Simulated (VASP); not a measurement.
# Bi (Fd-3m) in VASP: a series of runs, part 2 of 2

VASP 6.6.1. The steps go on from the part before.

## Step 3: Single point, PBEsol

This run uses another cell than the first one, of 46.10 Å³/atom.

Contents of INCAR:

```
ALGO = Normal ; EDIFF = 1E-7
ENCUT = 520 ; GGA = PS
ISIF = 2 ; ISMEAR = -1
LASPH = T ; LCHARG = F
LREAL = F ; LWAVE = F
NBANDS = 22 ; NELM = 60
PREC = Accurate ; SIGMA = 0.1
```

Contents of KPOINTS:

```
k-points
0
Gamma
  13 13 13
```

Contents of POSCAR:

```
Bi
1.0
    0.0000000000      3.5857489667      3.5857489667
    3.5857489667      0.0000000000      3.5857489667
    3.5857489667      3.5857489667      0.0000000000
Bi
2
Direct
    0.1250000000      0.1250000000      0.1250000000
    0.8750000000      0.8750000000      0.8750000000
```

Potentials or basis: VASP PAW PBE potentials, release 64 (Bi_d).

On the command line:

```console
$ cat potpaw_PBE.64/Bi_d/POTCAR > POTCAR
$ mpirun -np 1 vasp_std > vasp.out
```

OUTCAR:

```text
EDIFF = 1E-7
   ENCUT = 520
   GGA = PS
   ISIF = 2
   ISMEAR = -1
   LASPH = T
   LREAL = F
   NELM = 60
   PREC = Accurate

 ion  position               nearest neighbor table
   1  0.125  0.125  0.125-   2 3.11   2 3.11   2 3.11   2 3.11
   2  0.875  0.875  0.875-   1 3.11   1 3.11   1 3.11   1 3.11

  LATTYP: Found a face centered cubic cell.
 ALAT       =     7.1714979334

  Lattice vectors:

 A1 = (   0.0000000000,   3.5857489667,   3.5857489667)
 A2 = (   3.5857489667,   0.0000000000,   3.5857489667)
 A3 = (   3.5857489667,   3.5857489667,   0.0000000000)

Analysis of symmetry for initial positions (statically):
=====================================================================
 Subroutine PRICEL returns:
 Original cell was already a primitive cell.

 Routine SETGRP: Setting up the symmetry group for a
 face centered cubic supercell.

 Subroutine GETGRP returns: Found 48 space group operations
 (whereof 12 operations were pure point group operations)
 out of a pool of 48 trial point group operations.

The static configuration has the point symmetry D_3d.
 The point group associated with its full space group is O_h .

Analysis of symmetry for dynamics (positions and initial velocities):
=====================================================================
 Subroutine PRICEL returns:
 Original cell was already a primitive cell.

 Routine SETGRP: Setting up the symmetry group for a
 face centered cubic supercell.

 Subroutine GETGRP returns: Found 48 space group operations
 (whereof 12 operations were pure point group operations)
 out of a pool of 48 trial point group operations.

The dynamic configuration has the point symmetry D_3d.
 The point group associated with its full space group is O_h .

 Subroutine INISYM returns: Found 48 space group operations
 (whereof 12 operations are pure point group operations),
 and found     1 'primitive' translations

[... 107 lines left out ...]
   EMIN   =  10.00;   EMAX   =-10.00  energy-range for DOS
   EFERMI =   0.00;   METHOD = LEGACY
   ISMEAR =    -1;   SIGMA  =   0.10  broadening in eV -4-tet -1-fermi 0-gaus
   EFERMI_NEDOS =   21; number of points for ismear=-14 and -15
   IALGO  =     38    algorithm
   IMIX   =      4    mixing-type and parameters
     AMIX     =   0.40;   BMIX     =  1.00
     AMIX_MAG =   1.60;   BMIX_MAG =  1.00
  volume/ion in A,a.u.               =      46.10       311.13
  Fermi-wavevector in a.u.,A,eV,Ry     =   1.125966  2.127768 17.249466  1.267800
  Thomas-Fermi vector in A             =   2.262646
   LORBIT       =      0    0 simple, 1 ext, 2 COOP (PROOUT), +10 PAW based schemes
   GGA     = PS    functional components
   LHFCALC =     F    Hartree Fock is set to
   AEXX    =    0.0000 exact exchange contribution
   IVDW    =     0    specifies the selected vdW correction
   LEPSILON=     F    determine dielectric tensor
   LRPA    =     F    only Hartree local field effects (RPA)
 non-spin polarized calculation
  energy-cutoff  :      520.00
  volume of cell :       92.21
 maximum number of plane-waves:      2510
 NGX is ok and might be reduce to    40
   NGX = 19   NGY = 19   NGZ = 19

 number of electron      30.0000004 magnetization

 Free energy of the ion-electron system (eV)
  ---------------------------------------------------
  ext. energy  EPLUGINS =         0.00000000
  ---------------------------------------------------
  free energy    TOTEN  =        -8.08051602 eV

  energy without entropy =       -8.04841274  energy(sigma->0) =       -8.06446438

 E-fermi :   3.7459     XC(G=0):  -8.2640

 val. band max:        3.7433828819   @ k =   0.3846   0.3077   0.0769
 cond. band min:       3.7481045679   @ k =  -0.3077   0.3846   0.1538
 fundamental gap:      0.0047216860
 Fermi energy:         3.7459321053

 k-point     1 :       0.0000    0.0000    0.0000
  band No.  band energies     occupation
      1     -18.9886      2.00000
      2     -18.9886      2.00000
      3     -18.9886      2.00000
      4     -18.9424      2.00000
      5     -18.9424      2.00000
      6     -18.7567      2.00000
[... 589 lines left out ...]
     21      10.8962      0.00000
     22      11.1180      0.00000

 [... further k-points ...]

------------------------ aborting loop because EDIFF is reached ----------------------------------------

  FORCE on cell =-STRESS in cart. coord.  units (eV):
  Direction    XX          YY          ZZ          XY          YZ          ZX
  --------------------------------------------------------------------------------------
  -------------------------------------------------------------------------------------
  Total       -0.0910623     -0.0910623     -0.0910623      0.0000000      0.0000000     -0.0000000
  in kB       -1.5822659     -1.5822659     -1.5822659      0.0000000      0.0000000     -0.0000000
  external PRESSURE =      -1.5822659 kB  Pullay stress =       0.0000000 kB

 VOLUME and BASIS-vectors are now :
 -----------------------------------------------------------------------------
  energy-cutoff  :      520.00
  volume of cell :       92.21
      direct lattice vectors                 reciprocal lattice vectors
     0.000000000  3.585748967  3.585748967    -0.139440882  0.139440882  0.139440882
     3.585748967  0.000000000  3.585748967     0.139440882 -0.139440882  0.139440882
     3.585748967  3.585748967  0.000000000     0.139440882  0.139440882 -0.139440882

 POSITION                                       TOTAL-FORCE (eV/Angst)
 -----------------------------------------------------------------------------------
      0.89644      0.89644      0.89644        -0.000000     -0.000000     -0.000000
      6.27506      6.27506      6.27506         0.000000      0.000000      0.000000
 -----------------------------------------------------------------------------------
    total drift:                                0.000000      0.000000     -0.000000

  FREE ENERGIE OF THE ION-ELECTRON SYSTEM (eV)
  ---------------------------------------------------
  free  energy   TOTEN  =        -8.0805160228 eV

  energy  without entropy=       -8.0484127429  energy(sigma->0) =       -8.06446438
```

OSZICAR:

```text
N       E                     dE             d eps       ncg     rms          rms(c)
DAV:   1     0.298216045313E+03    0.29822E+03   -0.15771E+04  3696   0.150E+03
DAV:   2     0.177469871106E+02   -0.28047E+03   -0.27343E+03  3798   0.410E+02
DAV:   3    -0.718759944229E+01   -0.24935E+02   -0.24564E+02  4494   0.140E+02
DAV:   4    -0.807287998243E+01   -0.88528E+00   -0.88443E+00  4378   0.293E+01
DAV:   5    -0.811224576450E+01   -0.39366E-01   -0.39365E-01  5162   0.552E+00    0.116E+00
DAV:   6    -0.809132392547E+01    0.20922E-01   -0.20280E-02  4738   0.128E+00    0.674E-01
DAV:   7    -0.808021145802E+01    0.11112E-01   -0.19926E-02  4034   0.122E+00    0.107E-01
DAV:   8    -0.808045975002E+01   -0.24829E-03   -0.16705E-03  4314   0.397E-01    0.289E-02
DAV:   9    -0.808051143763E+01   -0.51688E-04   -0.89131E-05  4676   0.719E-02    0.110E-02
DAV:  10    -0.808051381222E+01   -0.23746E-05   -0.79371E-06  4448   0.209E-02    0.347E-03
DAV:  11    -0.808051592544E+01   -0.21132E-05   -0.30486E-06  3180   0.735E-03    0.167E-03
DAV:  12    -0.808051602666E+01   -0.10123E-06   -0.14749E-07  3878   0.277E-03    0.303E-04
DAV:  13    -0.808051602280E+01    0.38649E-08   -0.16604E-08  2520   0.119E-03
   1 F= -.80805160E+01 E0= -.80644644E+01  d E =-.321033E-01
```

Wall time 5.2 min (1 thread of Intel Xeon 8259CL, shared host); peak memory 0.32 GiB.

What came out:

| Property | Result |
| --- | --- |
| Free energy | -8.0805 eV |
| Pressure | -0.2 GPa |
| Band gap on the k mesh | zero (bands 15 and 16 overlap by 0.80 eV) |

Caveat: the PAW data sets were made with another functional, which shifts forces and pressure a little; spin-orbit coupling is left out, which moves the levels of the heavy elements.

The gap in the log of VASP goes by the Fermi energy; the results here count the filled bands.